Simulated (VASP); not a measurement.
# Zn (P6_3/mmc) in VASP: relaxation of cell and atoms with PBEsol

Aim: the relaxation of cell and atoms of Zn with PBEsol.

Program: VASP 6.6.1. These are calculated values, not measurements. Logs are shortened: lines on timing, memory, paths and dates and some standing lists are left out, and cuts for length are marked.

### 1 The cell of the first run

It takes space group P6_3/mmc (No. 194, hexagonal). The conventional cell has a = 2.593 Å, b = 2.593 Å, c = 4.895 Å, α = 90.00°, β = 90.00°, γ = 120.00°. Zn (site symmetry -6m2) has 12 Zn at 2.59 to 2.87 Å within 3.4 Å.

### 2 Relaxation of cell and atoms, PBEsol

The input, INCAR:

```
SYSTEM = Zn
ALGO = Fast
EDIFF = 1E-6
EDIFFG = -0.001
ENCUT = 600
GGA = PS
IBRION = 2
ISIF = 3
ISMEAR = -1
LASPH = .TRUE.
LCHARG = .FALSE.
LREAL = .FALSE.
LWAVE = .FALSE.
NELM = 80
NSW = 80
PREC = Accurate
SIGMA = 0.15
```

The input, KPOINTS:

```
k-points
0
G
  18 18 8
  0 0 0
```

The input, POSCAR:

```
Zn
1.0
    2.5926808029      0.0000000000      0.0000000000
   -1.2963404015      2.2453274392      0.0000000000
    0.0000000000      0.0000000000      4.8950670019
Zn
2
Direct
    0.3333333333      0.6666666667      0.2500000000
    0.6666666667      0.3333333333      0.7500000000
```

Potentials or basis: VASP PAW PBE potentials, release 64 (Zn).

Launch:

```sh
> cat potpaw_PBE.64/Zn/POTCAR > POTCAR
> mpirun -np 1 vasp_std > vasp.out
```

OUTCAR:

```text
SYSTEM = Zn
   EDIFF = 1E-6
   EDIFFG = -0.001
   ENCUT = 600
   GGA = PS
   IBRION = 2
   ISIF = 3
   ISMEAR = -1
   LASPH = .TRUE.
   LREAL = .FALSE.
   NELM = 80
   NSW = 80
   PREC = Accurate

 ion  position               nearest neighbor table
   1  0.333  0.667  0.250-   2 2.87   2 2.87   2 2.87   2 2.87   2 2.87   2 2.87
   2  0.667  0.333  0.750-   1 2.87   1 2.87   1 2.87   1 2.87   1 2.87   1 2.87

  LATTYP: Found a hexagonal cell.
 ALAT       =     2.5926808029
 C/A-ratio  =     1.8880330338

  Lattice vectors:

 A1 = (   2.5926808029,   0.0000000000,   0.0000000000)
 A2 = (  -1.2963404015,   2.2453274392,   0.0000000000)
 A3 = (   0.0000000000,   0.0000000000,   4.8950670019)

Analysis of symmetry for initial positions (statically):
=====================================================================
 Subroutine PRICEL returns:
 Original cell was already a primitive cell.

 Routine SETGRP: Setting up the symmetry group for a
 hexagonal supercell.

 Subroutine GETGRP returns: Found 24 space group operations
 (whereof 12 operations were pure point group operations)
 out of a pool of 24 trial point group operations.

The static configuration has the point symmetry D_3d.
 The point group associated with its full space group is D_6h.

Analysis of symmetry for dynamics (positions and initial velocities):
=====================================================================
 Subroutine PRICEL returns:
 Original cell was already a primitive cell.

 Routine SETGRP: Setting up the symmetry group for a
 hexagonal supercell.

 Subroutine GETGRP returns: Found 24 space group operations
 (whereof 12 operations were pure point group operations)
 out of a pool of 24 trial point group operations.

The dynamic configuration has the point symmetry D_3d.
 The point group associated with its full space group is D_6h.

 Subroutine INISYM returns: Found 24 space group operations
 (whereof 12 operations are pure point group operations),
 and found     1 'primitive' translations

----------------------------------------------------------------------------------------

                                     Primitive cell

  volume of cell :      28.4962

  direct lattice vectors                    reciprocal lattice vectors
     2.592680803  0.000000000  0.000000000     0.385701163  0.222684670  0.000000000
[... 103 lines left out ...]
   IALGO  =     68    algorithm
   IMIX   =      4    mixing-type and parameters
     AMIX     =   0.40;   BMIX     =  1.00
     AMIX_MAG =   1.60;   BMIX_MAG =  1.00
  volume/ion in A,a.u.               =      14.25        96.15
  Fermi-wavevector in a.u.,A,eV,Ry     =   1.546024  2.921561 32.520495  2.390189
  Thomas-Fermi vector in A             =   2.651319
   LORBIT       =      0    0 simple, 1 ext, 2 COOP (PROOUT), +10 PAW based schemes
   GGA     = PS    functional components
   LHFCALC =     F    Hartree Fock is set to
   AEXX    =    0.0000 exact exchange contribution
   IVDW    =     0    specifies the selected vdW correction
   LEPSILON=     F    determine dielectric tensor
   LRPA    =     F    only Hartree local field effects (RPA)
 conjugate gradient relaxation of ions
 non-spin polarized calculation
 RMM-DIIS sequential band-by-band and
  energy-cutoff  :      600.00
  volume of cell :       28.50
 maximum number of plane-waves:       963
 NGX is ok and might be reduce to    24
   NGX = 11   NGY = 11   NGZ = 19

--------------------------------------- Ionic step        1  -------------------------------------------

 number of electron      24.0000001 magnetization

 Free energy of the ion-electron system (eV)
  ---------------------------------------------------
  ext. energy  EPLUGINS =         0.00000000
  ---------------------------------------------------
  free energy    TOTEN  =        -3.18496534 eV

  energy without entropy =       -3.15653030  energy(sigma->0) =       -3.17074782

------------------------ aborting loop because EDIFF is reached ----------------------------------------

  FORCE on cell =-STRESS in cart. coord.  units (eV):
  Direction    XX          YY          ZZ          XY          YZ          ZX
  --------------------------------------------------------------------------------------
  -------------------------------------------------------------------------------------
  Total        0.1511045      0.1511045     -0.0181744     -0.0000000     -0.0000000      0.0000000
  in kB        8.4957255      8.4957255     -1.0218426     -0.0000000     -0.0000000      0.0000000
  external PRESSURE =       5.3232028 kB  Pullay stress =       0.0000000 kB
[... 89 lines left out ...]
  FREE ENERGIE OF THE ION-ELECTRON SYSTEM (eV)
  ---------------------------------------------------
  free  energy   TOTEN  =        -3.1853360268 eV

  energy  without entropy=       -3.1558173131  energy(sigma->0) =       -3.17057667

[... ionic steps 4 to 37 ...]

--------------------------------------- Ionic step       38  -------------------------------------------

 number of electron      23.9999996 magnetization

------------------------ aborting loop because EDIFF is reached ----------------------------------------
[... 67 lines left out ...]
--------------------------------------- Ionic step       40  -------------------------------------------

 number of electron      23.9999996 magnetization

 Free energy of the ion-electron system (eV)
  ---------------------------------------------------
  ext. energy  EPLUGINS =         0.00000000
  ---------------------------------------------------
  free energy    TOTEN  =        -3.18597712 eV

  energy without entropy =       -3.15584572  energy(sigma->0) =       -3.17091142

 E-fermi :   3.4709     XC(G=0): -12.0381

 val. band max:        3.4660335520   @ k =   0.1667   0.1111   0.1250
 cond. band min:       3.4800869240   @ k =   0.3333   0.3333   0.0000
 fundamental gap:      0.0140533721
 Fermi energy:         3.4709077472

 k-point     1 :       0.0000    0.0000    0.0000
  band No.  band energies     occupation
      1      -7.5326      2.00000
      2      -5.4928      2.00000
      3      -4.6820      2.00000
      4      -4.4225      2.00000
      5      -4.4225      2.00000
      6      -4.3654      2.00000
[... 433 lines left out ...]
      3      -4.9402      2.00000
      4      -4.4259      2.00000
      5      -4.2870      2.00000
      6      -4.2688      2.00000
[... 8 lines left out ...]
     15       9.2188      0.00000
     16      10.4285      0.00000

 [... further k-points ...]
[... 5 lines left out ...]
  --------------------------------------------------------------------------------------
  -------------------------------------------------------------------------------------
  Total        0.0007658      0.0007658     -0.0001634     -0.0000000      0.0000000      0.0000000
  in kB        0.0429823      0.0429823     -0.0091706     -0.0000000      0.0000000      0.0000000
  external PRESSURE =       0.0255980 kB  Pullay stress =       0.0000000 kB
[... 17 lines left out ...]
  FREE ENERGIE OF THE ION-ELECTRON SYSTEM (eV)
  ---------------------------------------------------
  free  energy   TOTEN  =        -3.1859771161 eV

  energy  without entropy=       -3.1558457213  energy(sigma->0) =       -3.17091142

 reached required accuracy - stopping structural energy minimisation
```

OSZICAR:

```text
N       E                     dE             d eps       ncg     rms          rms(c)
DAV:   1     0.999075381243E+02    0.99908E+02   -0.13995E+04  6104   0.265E+03
DAV:   2    -0.720423234135E+00   -0.10063E+03   -0.99072E+02  6024   0.317E+02
[... 263 lines left out ...]
       N       E                     dE             d eps       ncg     rms          rms(c)
DAV:   1    -0.318597712745E+01    0.32263E-06   -0.22022E-06  4000   0.231E-02    0.272E-03
RMM:   2    -0.318597702091E+01    0.10653E-06   -0.72975E-07  2968   0.126E-02
  39 F= -.31859770E+01 E0= -.31709119E+01  d E =0.165870E-06
       N       E                     dE             d eps       ncg     rms          rms(c)
DAV:   1    -0.318597717082E+01   -0.43378E-07   -0.12142E-06  2992   0.169E-02    0.208E-03
RMM:   2    -0.318597711613E+01    0.54697E-07   -0.50919E-07  2957   0.105E-02
  40 F= -.31859771E+01 E0= -.31709114E+01  d E =0.706555E-07
```

It took 33 min on 1 thread of Intel Xeon 8259CL, shared host; peak memory 0.25 GiB.

What came out:

| Property | Result |
| --- | --- |
| Free energy | -3.1860 eV |
| Relaxed volume | 14.27 Å³/atom |
| Relaxed cell | a = 2.608 Å, b = 2.608 Å, c = 4.845 Å, α = 90.00°, β = 90.00°, γ = 120.00° |
| Space group after relaxing (to 0.1 Å) | P6_3/mmc (No. 194) |
| Energy gained by relaxing | 0.5 meV/atom |
| Ionic steps | 40 |
| Pressure after relaxing | 0.0 GPa |
| Band gap on the k mesh | zero (bands 12 and 13 overlap by 4.65 eV) |

The path:
| step | energy change (eV) | largest force (eV/Å) | pressure (GPa) | volume (Å³) |
| --- | --- | --- | --- | --- |
| 1 | 0.0000 | 0.0000 | 0.53 | 28.50 |
| 2 | -0.0005 | 0.0000 | 0.10 | 28.69 |
| 3 | -0.0004 | 0.0000 | -0.49 | 28.78 |
| 4 | -0.0005 | 0.0000 | -0.36 | 28.73 |
| 5 | -0.0005 | 0.0000 | -0.43 | 28.71 |
| 6 | -0.0005 | 0.0000 | -0.35 | 28.70 |
| 7 | -0.0005 | 0.0000 | -0.14 | 28.70 |
| 8 | -0.0007 | 0.0000 | -0.24 | 28.66 |
| 9 | -0.0009 | 0.0000 | -0.06 | 28.56 |
| 10 | -0.0006 | 0.0000 | 0.22 | 28.35 |
| 11 | -0.0010 | 0.0000 | 0.17 | 28.50 |
| 12 | -0.0010 | 0.0000 | 0.06 | 28.53 |
| 13 | -0.0010 | 0.0000 | 0.21 | 28.56 |
| 14 | -0.0008 | 0.0000 | -0.30 | 28.66 |
| 15 | -0.0010 | 0.0000 | -0.24 | 28.59 |
| 16 | -0.0010 | 0.0000 | -0.32 | 28.57 |
| 17 | -0.0010 | 0.0000 | -0.20 | 28.56 |
| 18 | -0.0010 | 0.0000 | -0.12 | 28.56 |
| 19 | -0.0010 | 0.0000 | -0.03 | 28.56 |
| 20 | -0.0010 | 0.0000 | -0.22 | 28.54 |
| 21 | -0.0009 | 0.0000 | 0.16 | 28.49 |
| 22 | -0.0010 | 0.0000 | 0.35 | 28.52 |
| 23 | -0.0010 | 0.0000 | 0.17 | 28.54 |
| 24 | -0.0010 | 0.0000 | -0.10 | 28.54 |
| 25 | -0.0010 | 0.0000 | 0.09 | 28.54 |
| 26 | -0.0010 | 0.0000 | -0.08 | 28.54 |
| 27 | -0.0010 | 0.0000 | -0.04 | 28.52 |
| 28 | -0.0010 | 0.0000 | 0.00 | 28.50 |
| 29 | -0.0010 | 0.0000 | 0.10 | 28.50 |
| 30 | -0.0010 | 0.0000 | -0.02 | 28.50 |
| 31 | -0.0010 | 0.0000 | 0.13 | 28.50 |
| 32 | -0.0010 | 0.0000 | 0.12 | 28.51 |
| 33 | -0.0010 | 0.0000 | 0.11 | 28.55 |
| 34 | -0.0009 | 0.0000 | -0.23 | 28.61 |
| 35 | -0.0010 | 0.0000 | -0.31 | 28.57 |
| 36 | -0.0010 | 0.0000 | -0.15 | 28.55 |
| 37 | -0.0010 | 0.0000 | -0.05 | 28.55 |
| 38 | -0.0010 | 0.0000 | 0.02 | 28.55 |
| 39 | -0.0010 | 0.0000 | -0.11 | 28.55 |
| 40 | -0.0010 | 0.0000 | 0.00 | 28.55 |

Final structure:
```
CELL_PARAMETERS angstrom
2.60823 0.00000 0.00000
-1.30412 2.25880 0.00000
0.00000 0.00000 4.84540
ATOMIC_POSITIONS crystal
Zn 0.33333 0.66667 0.25000
Zn 0.66667 0.33333 0.75000
```

Caveat: the PAW data sets were made with another functional, which shifts forces and pressure a little.
